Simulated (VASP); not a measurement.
# Ti (P6_3/mmc) in VASP: notebook, part 3 of 3

VASP 6.6.1.

## (6) Single point, PBEsol (strain +0.040 along x and y, +0.080 along z)

File INCAR:

```
SYSTEM = Ti
PREC = Accurate ; ENCUT = 520
EDIFF = 1E-6 ; ISMEAR = 0
SIGMA = 0.15 ; LREAL = .FALSE.
LASPH = .TRUE. ; NELM = 60
ALGO = Fast ; ISIF = 2
LWAVE = .FALSE. ; LCHARG = .FALSE.
GGA = PS ; NBANDS = 19
```

File KPOINTS:

```
regular mesh
0
G
  24 24 14
  0 0 0
```

File POSCAR:

```
Ti
1.0
    3.0164526083      0.0000000000      0.0000000000
   -1.5082263041      2.6123245881      0.0000000000
    0.0000000000      0.0000000000      4.9582696825
Ti
2
Direct
    0.3333333333      0.6666666667      0.2500000000
    0.6666666667      0.3333333333      0.7500000000
```

Potentials or basis: VASP PAW PBE potentials, release 64 (Ti_sv).

Started as:

```bash
$ cat potpaw_PBE.64/Ti_sv/POTCAR > POTCAR
$ mpirun -np 1 vasp_std > vasp.out
```

OUTCAR:

```text
SYSTEM = Ti
   PREC = Accurate
   ENCUT = 520
   EDIFF = 1E-6
   ISMEAR = 0
   LREAL = .FALSE.
   LASPH = .TRUE.
   NELM = 60
   ISIF = 2
   GGA = PS

 ion  position               nearest neighbor table
   1  0.333  0.667  0.250-
   2  0.667  0.333  0.750-

  LATTYP: Found a hexagonal cell.
 ALAT       =     3.0164526083
 C/A-ratio  =     1.6437419467

  Lattice vectors:

 A1 = (   3.0164526083,   0.0000000000,   0.0000000000)
 A2 = (  -1.5082263041,   2.6123245881,   0.0000000000)
 A3 = (   0.0000000000,   0.0000000000,   4.9582696825)

Analysis of symmetry for initial positions (statically):
=====================================================================
 Subroutine PRICEL returns:
 Original cell was already a primitive cell.

 Routine SETGRP: Setting up the symmetry group for a
 hexagonal supercell.

 Subroutine GETGRP returns: Found 24 space group operations
 (whereof 12 operations were pure point group operations)
 out of a pool of 24 trial point group operations.

The static configuration has the point symmetry D_3d.
 The point group associated with its full space group is D_6h.

Analysis of symmetry for dynamics (positions and initial velocities):
=====================================================================
 Subroutine PRICEL returns:
 Original cell was already a primitive cell.

 Routine SETGRP: Setting up the symmetry group for a
 hexagonal supercell.

 Subroutine GETGRP returns: Found 24 space group operations
 (whereof 12 operations were pure point group operations)
 out of a pool of 24 trial point group operations.

The dynamic configuration has the point symmetry D_3d.
 The point group associated with its full space group is D_6h.

 Subroutine INISYM returns: Found 24 space group operations
[... 97 lines left out ...]
   EDIFF  = 0.1E-05   stopping-criterion for ELM
   LREAL  =      F    real-space projection
[... 7 lines left out ...]
   TEBEG  =    0.0;   TEEND  =   0.0 temperature during run
   PSTRESS=    0.0 pullay stress
   NELECT =      24.0000    total number of electrons
   NUPDOWN=      -1.0000    fix difference up-down
   EMIN   =  10.00;   EMAX   =-10.00  energy-range for DOS
   EFERMI =   0.00;   METHOD = LEGACY
   ISMEAR =     0;   SIGMA  =   0.15  broadening in eV -4-tet -1-fermi 0-gaus
   EFERMI_NEDOS =   21; number of points for ismear=-14 and -15
   IALGO  =     68    algorithm
   IMIX   =      4    mixing-type and parameters
     AMIX     =   0.40;   BMIX     =  1.00
     AMIX_MAG =   1.60;   BMIX_MAG =  1.00
  volume/ion in A,a.u.               =      19.54       131.83
  Fermi-wavevector in a.u.,A,eV,Ry     =   1.391641  2.629821 26.349935  1.936666
  Thomas-Fermi vector in A             =   2.515461
   LORBIT       =      0    0 simple, 1 ext, 2 COOP (PROOUT), +10 PAW based schemes
   GGA     = PS    functional components
   LHFCALC =     F    Hartree Fock is set to
   AEXX    =    0.0000 exact exchange contribution
   IVDW    =     0    specifies the selected vdW correction
   LEPSILON=     F    determine dielectric tensor
   LRPA    =     F    only Hartree local field effects (RPA)
 non-spin polarized calculation
 RMM-DIIS sequential band-by-band and
 Gauss-broadening in eV      SIGMA  =   0.15
  energy-cutoff  :      520.00
  volume of cell :       39.07
 maximum number of plane-waves:      1099
 NGX is ok and might be reduce to    24
   NGX = 11   NGY = 11   NGZ = 19

 number of electron      24.0000002 magnetization

 Free energy of the ion-electron system (eV)
  ---------------------------------------------------
  ext. energy  EPLUGINS =         0.00000000
  ---------------------------------------------------
  free energy    TOTEN  =       -16.39856486 eV

  energy without entropy =      -16.37106621  energy(sigma->0) =      -16.38481554

 E-fermi :   7.0122     XC(G=0): -11.0842

 val. band max:        7.0110622742   @ k =   0.3333   0.2917   0.2857
 cond. band min:       7.0163411125   @ k =   0.2500   0.2083   0.5000
 fundamental gap:      0.0052788383
 Fermi energy:         7.0121793331

 k-point     1 :       0.0000    0.0000    0.0000
  band No.  band energies     occupation
      1     -49.7980      2.00000
      2     -49.7240      2.00000
      3     -26.3526      2.00000
      4     -25.9044      2.00000
      5     -25.8998      2.00000
      6     -25.8998      2.00000
[... 505 lines left out ...]
      6     -26.0065      2.00000
[... 11 lines left out ...]
     18      10.1076      0.00000
     19      10.7546      0.00000

 [... further k-points ...]
[... 5 lines left out ...]
  --------------------------------------------------------------------------------------
  -------------------------------------------------------------------------------------
  Total       -3.1702203     -3.1702203     -3.9962338     -0.0000000     -0.0000000      0.0000000
  in kB     -130.0008643   -130.0008643   -163.8731033     -0.0000000     -0.0000000      0.0000000
  external PRESSURE =    -141.2916106 kB  Pullay stress =       0.0000000 kB

 VOLUME and BASIS-vectors are now :
 -----------------------------------------------------------------------------
  energy-cutoff  :      520.00
  volume of cell :       39.07
      direct lattice vectors                 reciprocal lattice vectors
     3.016452608  0.000000000  0.000000000     0.331515237  0.191400411  0.000000000
    -1.508226304  2.612324588  0.000000000     0.000000000  0.382800822  0.000000000
     0.000000000  0.000000000  4.958269683     0.000000000  0.000000000  0.201683261

 POSITION                                       TOTAL-FORCE (eV/Angst)
 -----------------------------------------------------------------------------------
     -0.00000      1.74155      1.23957         0.000000     -0.000000      0.000000
      1.50823      0.87077      3.71870        -0.000000      0.000000      0.000000
 -----------------------------------------------------------------------------------
    total drift:                               -0.000000      0.000000     -0.000000

  FREE ENERGIE OF THE ION-ELECTRON SYSTEM (eV)
  ---------------------------------------------------
  free  energy   TOTEN  =       -16.3985648613 eV

  energy  without entropy=      -16.3710662133  energy(sigma->0) =      -16.38481554
```

stdout:

```text
POSCAR found type information on POSCAR Ti
 POSCAR found :  1 types and       2 ions
 scaLAPACK will be used
 -----------------------------------------------------------------------------
|                                                                             |
|                                                                             |
|     You enforced a specific xc type in the INCAR file but a different       |
[... 20 lines left out ...]
WARNING in EDDRMM: call to ZHEGV failed, returncode =   6  3     10
WARNING in EDDRMM: call to ZHEGV failed, returncode =   8  4      4
WARNING in EDDRMM: call to ZHEGV failed, returncode =   8  4      9
WARNING in EDDRMM: call to ZHEGV failed, returncode =   8  4     14
WARNING in EDDRMM: call to ZHEGV failed, returncode =   8  4     11
WARNING in EDDRMM: call to ZHEGV failed, returncode =   8  4     16
WARNING in EDDRMM: call to ZHEGV failed, returncode =   6  3      8
```

It took 7.3 min on 1 thread of Intel Xeon 6975P-C (Granite Rapids), shared host; peak memory 0.4 GiB.

What came out:

* Free energy: -16.3986 eV
* Pressure: -14.1 GPa
* Band gap on the k mesh: zero (bands 12 and 13 overlap by 0.91 eV)

Stress tensor (GPa, compression positive):
```
-13.00   0.00   0.00
  0.00 -13.00   0.00
  0.00   0.00 -16.39
```

Levels at points of the mesh, in eV from the Fermi level:
| k point | band 10 | band 11 | band 12 | band 13 | band 14 | band 15 |
| --- | --- | --- | --- | --- | --- | --- |
| (0.00, 0.00, 0.00) | -2.46 | 0.24 | 0.61 | 0.75 | 0.75 | 1.12 |
| (0.50, 0.00, 0.00) | -1.83 | -1.58 | -0.56 | 0.43 | 0.61 | 0.90 |
| (0.00, 0.00, 0.50) | -4.27 | -0.03 | -0.03 | 0.71 | 0.71 | 0.71 |
| (0.50, 0.00, 0.50) | -2.24 | -0.74 | -0.74 | 1.11 | 1.11 | 1.61 |

Caveat: the cell differs from its parent crystal (strain +0.040 along x and y, +0.080 along z); the cell stands under tension; the PAW data sets were made with another functional, which shifts forces and pressure a little.

## (7) Summary

| cell | further INCAR settings | gap on the mesh (eV) | pressure (GPa) |
| --- | --- | --- | --- |
| a = 3.016, b = 3.016, c = 4.591 Å, angles 90.0, 90.0, 120.0°, 2 atoms | ALGO = Fast; EDIFF = 1e-06; NBANDS = 19 | none | -8.3 |
| a = 3.132, b = 3.132, c = 4.407 Å, angles 90.0, 90.0, 120.0°, 2 atoms | ALGO = Fast; EDIFF = 1e-06; NBANDS = 19 | none | -10.6 |
| a = 3.016, b = 3.016, c = 4.775 Å, angles 90.0, 90.0, 120.0°, 2 atoms | ALGO = Fast; EDIFF = 1e-07; NBANDS = 19 | none | -11.5 |
| a = 3.132, b = 3.132, c = 4.591 Å, angles 90.0, 90.0, 120.0°, 2 atoms | ALGO = Fast; EDIFF = 1e-06; NBANDS = 19 | none | -13.7 |
| a = 3.016, b = 3.016, c = 4.958 Å, angles 90.0, 90.0, 120.0°, 2 atoms | ALGO = Fast; EDIFF = 1e-06; NBANDS = 19 | none | -14.1 |

Alike in all rows: task single point; level PBEsol; potentials or basis VASP PAW PBE potentials, release 64 (Ti_sv); no spin polarisation; k mesh 24 × 24 × 14; cutoff (eV) 520; smearing gaussian 0.15 eV.

Caveats: the PAW data sets were made with another functional, which shifts forces and pressure a little; the cell stands under tension (at least some runs); the stress differs along the axes, from -14 to -4 GPa (at least some runs); the stress differs along the axes, from -16 to -10 GPa (at least some runs).

Absolute energies hang on the potentials; compare differences alone.
